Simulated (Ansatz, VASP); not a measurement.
# One calculation of BeCdRe, two programs

INCAR

```
  PREC = Accurate
  ENCUT = 600
  EDIFF = 1E-6
  ISMEAR = 0
  SIGMA = 0.1
  LREAL = F
  LASPH = T
  NELM = 120
  ALGO = Normal
  ISIF = 2
  LWAVE = F
  LCHARG = F
  GGA = PE
  NBANDS = 46
  GGA_COMPAT = F
```

The input KPOINTS:

```
Automatic mesh
0
Gamma
  6 6 4
```

The input POSCAR:

```
BeCdRe
1.0
    3.6292901268      0.0000000000      0.0000000000
    0.0000000000      3.6292901268      0.0000000000
    0.0000000000      0.0000000000      6.3870980888
Be Cd Re
2 2 2
Direct
    0.5000000000      0.0000000000      0.2055000000
    0.0000000000      0.5000000000      0.7945000000
    0.5000000000      0.0000000000      0.6485000000
    0.0000000000      0.5000000000      0.3515000000
    0.0000000000      0.0000000000      0.0000000000
    0.5000000000      0.5000000000      0.0000000000
```

Input for Ansatz:

```yaml
crystal:
  lattice:
    - [3.6292901268, 0.0, 0.0]
    - [0.0, 3.6292901268, 0.0]
    - [0.0, 0.0, 6.3870980888]
  atoms:
    - { symbol: Be, position: [0.5, 0.0, 0.2055] }
    - { symbol: Be, position: [0.0, 0.5, 0.7945] }
    - { symbol: Cd, position: [0.5, 0.0, 0.6485] }
    - { symbol: Cd, position: [0.0, 0.5, 0.3515] }
    - { symbol: Re, position: [0.0, 0.0, 0.0] }
    - { symbol: Re, position: [0.5, 0.5, 0.0] }
basis:
  ecutwfc: 420
kpoints:
  mp_grid: { grid: [6, 6, 4] }
hamiltonian:
  xc: pbe
scf:
  occupations: { method: gaussian, width: 0.1 }
  lower_state_search: "off"
output:
  forces: true
  stress: true
  eigenvalues: true
```

Alike in both runs: task single point; functional PBE; k mesh 6 × 6 × 4; occupations gaussian, width 0.1 eV; no spin polarisation.

|  | VASP | Ansatz |
| --- | --- | --- |
| version | VASP 6.6.1 | Ansatz 0.2.0 |
| potentials or method | VASP PAW PBE potentials, release 64 (Be, Cd_sv_GW, Re_sv_GW), cutoff 600 eV | scalar-relativistic, plane waves, PAW |
| valence electrons in the cell | 74 | 74 |

```tsv
	VASP	Ansatz	Ansatz less VASP
gap on the k mesh at the Fermi level (eV)	none	none	-
pressure (GPa)	26.1	26.7	+0.58
traceless stress, the component that is largest in VASP (GPa)	1.41	1.45	+0.044
rms of the force components (eV/Å)	1.050	1.043	-0.0069
```

Atom by atom the forces differ by 0.007 eV/Å (rms over components). A gap of «none» marks a metal or a gap that the smearing closes. With one functional, cell and mesh, what is left measures potentials, basis and numerics.

Spin-orbit coupling is off throughout.
